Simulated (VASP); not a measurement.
# SiSn5 (P6/mmm) in VASP: notebook

SiSn5 is run at these levels: PBE; tasks: single point, relaxation of cell and atoms.

All numbers are computed with VASP 6.6.1; they aren't measurements. Logs are shortened: lines on timing, memory, paths and dates and some standing lists are left out, and cuts for length are marked.

### Step 1. The cell of the first run

Symmetry: P6/mmm, No. 191, hexagonal system. The conventional cell has a = 6.117 Å, b = 6.117 Å, c = 5.460 Å, α = 90.00°, β = 90.00°, γ = 120.00°. Within 4.6 Å of Si (site symmetry 6/mmm) lie 18 Sn at 3.53 to 4.10 Å. Sn (site symmetry -6m2) has 9 Sn at 3.25 to 3.53 Å and 3 Si at 3.53 Å within 4.3 Å. Within 4.1 Å of Sn (site symmetry mmm) lie 8 Sn at 3.06 to 3.25 Å and 4 Si at 4.10 Å.

The cell was built from a structure type or drawn by symmetry, and may not be a known phase.

### Step 2. Single point, PBE

File INCAR:

```
SYSTEM = SiSn5
  PREC = Accurate
  ENCUT = 520
  EDIFF = 1E-7
  ISMEAR = 0
  SIGMA = 0.1
  LREAL = .False.
  LASPH = .True.
  NELM = 60
  ALGO = Fast
  ISIF = 2
  LWAVE = .False.
  LCHARG = .True.
  GGA = PE
  LELF = .True.
  LVHAR = .True.
  NBANDS = 46
```

File KPOINTS:

```
Automatic mesh
0
Gamma
  3 3 4
  0 0 0
```

File POSCAR:

```
SiSn5
1.0
    6.1165181544      0.0000000000      0.0000000000
   -3.0582590772      5.2970601044      0.0000000000
    0.0000000000      0.0000000000      5.4598251412
Si Sn
1 5
Direct
    0.0000000000      0.0000000000      0.0000000000
    0.3333333333      0.6666666667      0.0000000000
    0.6666666667      0.3333333333      0.0000000000
    0.5000000000      0.0000000000      0.5000000000
    0.5000000000      0.5000000000      0.5000000000
    0.0000000000      0.5000000000      0.5000000000
```

Potentials or basis: VASP PAW PBE potentials, release 64 (Si, Sn_d).

Run with:

```
$ cat potpaw_PBE.64/Si/POTCAR potpaw_PBE.64/Sn_d/POTCAR > POTCAR
$ mpirun -np 1 vasp_std > vasp.out
```

OUTCAR:

```text
SYSTEM = SiSn5
   PREC = Accurate
   ENCUT = 520
   EDIFF = 1E-7
   ISMEAR = 0
   LREAL = .False.
   LASPH = .True.
   NELM = 60
   ISIF = 2
   GGA = PE

 ion  position               nearest neighbor table
   1  0.000  0.000  0.000-
   2  0.333  0.667  0.000-   4 3.25   4 3.25   6 3.25   6 3.25   5 3.25   5 3.25   3 3.53   3 3.53
                             3 3.53
   3  0.667  0.333  0.000-   4 3.25   4 3.25   6 3.25   6 3.25   5 3.25   5 3.25   2 3.53   2 3.53
                             2 3.53
   4  0.500  0.000  0.500-   5 3.06   6 3.06   5 3.06   6 3.06   2 3.25   3 3.25   2 3.25   3 3.25

   5  0.500  0.500  0.500-   4 3.06   4 3.06   6 3.06   6 3.06   2 3.25   3 3.25   2 3.25   3 3.25

   6  0.000  0.500  0.500-   4 3.06   4 3.06   5 3.06   5 3.06   2 3.25   3 3.25   2 3.25   3 3.25

  LATTYP: Found a hexagonal cell.
 ALAT       =     6.1165181544
 C/A-ratio  =     0.8926361376

  Lattice vectors:

 A1 = (   6.1165181544,   0.0000000000,   0.0000000000)
 A2 = (  -3.0582590772,   5.2970601044,   0.0000000000)
 A3 = (   0.0000000000,   0.0000000000,   5.4598251412)

Analysis of symmetry for initial positions (statically):
=====================================================================
 Subroutine PRICEL returns:
 Original cell was already a primitive cell.

 Routine SETGRP: Setting up the symmetry group for a
 hexagonal supercell.

 Subroutine GETGRP returns: Found 24 space group operations
 (whereof 24 operations were pure point group operations)
 out of a pool of 24 trial point group operations.

The static configuration has the point symmetry D_6h.

Analysis of symmetry for dynamics (positions and initial velocities):
=====================================================================
 Subroutine PRICEL returns:
 Original cell was already a primitive cell.

 Routine SETGRP: Setting up the symmetry group for a
 hexagonal supercell.

 Subroutine GETGRP returns: Found 24 space group operations
 (whereof 24 operations were pure point group operations)
 out of a pool of 24 trial point group operations.

The dynamic configuration has the point symmetry D_6h.

 Subroutine INISYM returns: Found 24 space group operations
 (whereof 24 operations are pure point group operations),
 and found     1 'primitive' translations

----------------------------------------------------------------------------------------

                                     Primitive cell

  volume of cell :     176.8960

  direct lattice vectors                    reciprocal lattice vectors
     6.116518154  0.000000000  0.000000000     0.163491708  0.094391982  0.000000000
    -3.058259077  5.297060104  0.000000000     0.000000000  0.188783963  0.000000000
     0.000000000  0.000000000  5.459825141     0.000000000  0.000000000  0.183156049

  length of vectors
     6.116518154  6.116518154  5.459825141     0.188783963  0.188783963  0.183156049

  position of ions in fractional coordinates (direct lattice)
     0.000000000  0.000000000  0.000000000
     0.333333333  0.666666667  0.000000000
     0.666666667  0.333333333  0.000000000
     0.500000000  0.000000000  0.500000000
     0.500000000  0.500000000  0.500000000
     0.000000000  0.500000000  0.500000000

  ion indices of the primitive-cell ions
   primitive index   ion index
                 1           1
                 2           2
                 3           3
                 4           4
                 5           5
                 6           6

----------------------------------------------------------------------------------------

 KPOINTS: Automatic mesh

Automatic generation of k-mesh.
 Grid dimensions read from file:
 generate k-points for:    3    3    4

 Generating k-lattice:

  Cartesian coordinates                     Fractional coordinates (reciprocal lattice)
     0.054497236  0.031463994  0.000000000     0.333333333 -0.000000000  0.000000000
     0.000000000  0.062927988  0.000000000     0.000000000  0.333333333  0.000000000
     0.000000000  0.000000000  0.045789012     0.000000000  0.000000000  0.250000000

  Length of vectors
     0.062927988  0.062927988  0.045789012

  Shift w.r.t. Gamma in fractional coordinates (k-lattice)
     0.000000000  0.000000000  0.000000000

 Subroutine IBZKPT returns following result:
 ===========================================

 Found      9 irreducible k-points:

 Following reciprocal coordinates:
            Coordinates               Weight
  0.000000  0.000000  0.000000      1.000000
  0.333333 -0.000000  0.000000      6.000000
  0.333333  0.333333  0.000000      2.000000
  0.000000  0.000000  0.250000      2.000000
  0.333333 -0.000000  0.250000     12.000000
  0.333333  0.333333  0.250000      4.000000
  0.000000  0.000000  0.500000      1.000000
  0.333333 -0.000000  0.500000      6.000000
  0.333333  0.333333  0.500000      2.000000
   k-points           NKPTS =      9   k-points in BZ     NKDIM =      9   number of bands    NBANDS=     46
   number of dos      NEDOS =    301   number of ions     NIONS =      6
   total plane-waves  NPLWV =  96768
   dimension x,y,z NGX =    48 NGY =   48 NGZ =   42
   dimension x,y,z NGXF=    96 NGYF=   96 NGZF=   84
   ions per type =               1   5
   NGX,Y,Z   is equivalent  to a cutoff of  13.05, 13.05, 12.79 a.u.
   NGXF,Y,Z  is equivalent  to a cutoff of  26.09, 26.09, 25.58 a.u.
 SYSTEM =  SiSn5
   PREC   = accura    normal or accurate (medium, high low for compatibility)
   ISTART =      0    job   : 0-new  1-cont  2-samecut
   ICHARG =      2    charge: 1-file 2-atom 10-const
   ISPIN  =      1    spin polarized calculation?
   LNONCOLLINEAR =      F non collinear calculations
   LSORBIT =      F    spin-orbit coupling
   LASPH  =      T    aspherical Exc in radial PAW
   ENCUT  =  520.0 eV  38.22 Ry    6.18 a.u.  11.37 11.37 10.15*2*pi/ulx,y,z
   NELM   =     60;   NELMIN=  2; NELMDL= -5     # of ELM steps
   EDIFF  = 0.1E-06   stopping-criterion for ELM
   LREAL  =      F    real-space projection
   EDIFFG = 0.1E-05   stopping-criterion for IOM
   NSW    =      0    number of steps for IOM
   IBRION =     -1    ionic relax: 0-MD 1-quasi-New 2-CG
   NFREE  =      0    steps in history (QN), initial steepest desc. (CG)
   ISIF   =      2    stress and relaxation
   ISYM   =      2    0-nonsym 1-usesym 2-fastsym
   POTIM  = 0.5000    time-step for ionic-motion
   TEBEG  =    0.0;   TEEND  =   0.0 temperature during run
   PSTRESS=    0.0 pullay stress
   NELECT =      74.0000    total number of electrons
   NUPDOWN=      -1.0000    fix difference up-down
   EMIN   =  10.00;   EMAX   =-10.00  energy-range for DOS
   EFERMI =   0.00;   METHOD = LEGACY
   ISMEAR =     0;   SIGMA  =   0.10  broadening in eV -4-tet -1-fermi 0-gaus
   EFERMI_NEDOS =   21; number of points for ismear=-14 and -15
   IALGO  =     68    algorithm
   IMIX   =      4    mixing-type and parameters
     AMIX     =   0.40;   BMIX     =  1.00
     AMIX_MAG =   1.60;   BMIX_MAG =  1.00
  volume/ion in A,a.u.               =      29.48       198.96
  Fermi-wavevector in a.u.,A,eV,Ry     =   1.224370  2.313724 20.396256  1.499083
  Thomas-Fermi vector in A             =   2.359447
   LORBIT       =      0    0 simple, 1 ext, 2 COOP (PROOUT), +10 PAW based schemes
   GGA     = PE    functional components
   LHFCALC =     F    Hartree Fock is set to
   AEXX    =    0.0000 exact exchange contribution
   IVDW    =     0    specifies the selected vdW correction
   LEPSILON=     F    determine dielectric tensor
   LRPA    =     F    only Hartree local field effects (RPA)
 non-spin polarized calculation
 RMM-DIIS sequential band-by-band and
 Gauss-broadening in eV      SIGMA  =   0.10
  energy-cutoff  :      520.00
  volume of cell :      176.90
 maximum number of plane-waves:      4820
 NGX is ok and might be reduce to    48
   NGX = 23   NGY = 23   NGZ = 21

 number of electron      73.9999942 magnetization

 Free energy of the ion-electron system (eV)
  ---------------------------------------------------
  ext. energy  EPLUGINS =         0.00000000
  ---------------------------------------------------
  free energy    TOTEN  =       -21.74875177 eV

  energy without entropy =      -21.73926034  energy(sigma->0) =      -21.74400606

 E-fermi :   6.4198     XC(G=0):  -9.6356

 val. band max:        6.4017253055   @ k =   0.0000   0.0000   0.0000
 cond. band min:       6.5242356698   @ k =   0.3333  -0.0000   0.5000
 fundamental gap:      0.1225103643
 Fermi energy:         6.4197652359

 k-point     1 :       0.0000    0.0000    0.0000
  band No.  band energies     occupation
      1     -15.2467      2.00000
      2     -15.1810      2.00000
      3     -15.1810      2.00000
      4     -15.1680      2.00000
      5     -15.1680      2.00000
      6     -15.1574      2.00000
[... 38 lines left out ...]
     45      10.9800      0.00000
     46      11.0554      0.00000

 k-point     2 :       0.3333   -0.0000    0.0000
  band No.  band energies     occupation
      1     -15.2053      2.00000
      2     -15.1782      2.00000
      3     -15.1736      2.00000
      4     -15.1637      2.00000
      5     -15.1613      2.00000
      6     -15.1536      2.00000
[... 38 lines left out ...]
     45       9.6960      0.00000
     46      11.0235      0.00000

 k-point     3 :       0.3333    0.3333    0.0000
  band No.  band energies     occupation
      1     -15.1729      2.00000
      2     -15.1729      2.00000
      3     -15.1679      2.00000
      4     -15.1679      2.00000
      5     -15.1658      2.00000
      6     -15.1595      2.00000
[... 283 lines left out ...]
     45       9.8666      0.00000
     46      10.0753      0.00000

 k-point     9 :       0.3333    0.3333    0.5000
  band No.  band energies     occupation
      1     -15.2048      2.00000
      2     -15.2048      2.00000
      3     -15.1876      2.00000
      4     -15.1651      2.00000
      5     -15.1651      2.00000
      6     -15.1526      2.00000
[... 38 lines left out ...]
     45      10.0730      0.00000
     46      10.1606      0.00000

------------------------ aborting loop because EDIFF is reached ----------------------------------------

  FORCE on cell =-STRESS in cart. coord.  units (eV):
  Direction    XX          YY          ZZ          XY          YZ          ZX
  --------------------------------------------------------------------------------------
  -------------------------------------------------------------------------------------
  Total        0.0706100      0.0706100     -0.0633061      0.0000000      0.0000000      0.0000000
  in kB        0.6395267      0.6395267     -0.5733739      0.0000000      0.0000000      0.0000000
  external PRESSURE =       0.2352265 kB  Pullay stress =       0.0000000 kB

 VOLUME and BASIS-vectors are now :
 -----------------------------------------------------------------------------
  energy-cutoff  :      520.00
  volume of cell :      176.90
      direct lattice vectors                 reciprocal lattice vectors
     6.116518154  0.000000000  0.000000000     0.163491708  0.094391982  0.000000000
    -3.058259077  5.297060104  0.000000000     0.000000000  0.188783963  0.000000000
     0.000000000  0.000000000  5.459825141     0.000000000  0.000000000  0.183156049

 POSITION                                       TOTAL-FORCE (eV/Angst)
 -----------------------------------------------------------------------------------
      0.00000      0.00000      0.00000        -0.000000      0.000000      0.000000
     -0.00000      3.53137      0.00000         0.000000      0.000000     -0.000000
      3.05826      1.76569      0.00000         0.000000     -0.000000      0.000000
      3.05826      0.00000      2.72991        -0.000000      0.000000      0.000000
      1.52913      2.64853      2.72991        -0.000000      0.000000      0.000000
     -1.52913      2.64853      2.72991        -0.000000      0.000000      0.000000
 -----------------------------------------------------------------------------------
    total drift:                               -0.000000      0.000000     -0.000000

  FREE ENERGIE OF THE ION-ELECTRON SYSTEM (eV)
  ---------------------------------------------------
  free  energy   TOTEN  =       -21.7487517724 eV

  energy  without entropy=      -21.7392603390  energy(sigma->0) =      -21.74400606
```

It took 58 s on 1 thread of Intel Xeon Platinum 8488C (Sapphire Rapids), shared host; peak memory 0.32 GiB.

Results:

- Free energy: -21.7488 eV
- Pressure: 0.0 GPa
- Band gap on the k mesh: zero (bands 37 and 38 overlap by 1.72 eV)

Stress tensor (GPa, compression positive):
```
 0.06  0.00  0.00
 0.00  0.06  0.00
 0.00  0.00 -0.06
```

Levels at points of the mesh, in eV from the Fermi level:
```csv
k point,band 34,band 35,band 36,band 37,band 38,band 39,band 40,band 41
"(0.00, 0.00, 0.00)",-2.90,-2.14,-0.02,-0.02,0.15,0.38,0.38,0.65
"(0.00, 0.00, 0.50)",-2.71,-1.80,-1.80,-1.62,-1.62,-0.32,1.46,1.73
```

Caveat: the k points lie up to 0.40 Å⁻¹ apart, too coarse for converged energies and pressures of a metal; spin-orbit coupling is left out, which moves the levels of the heavy elements.

(Continued in part 2 of 2.)
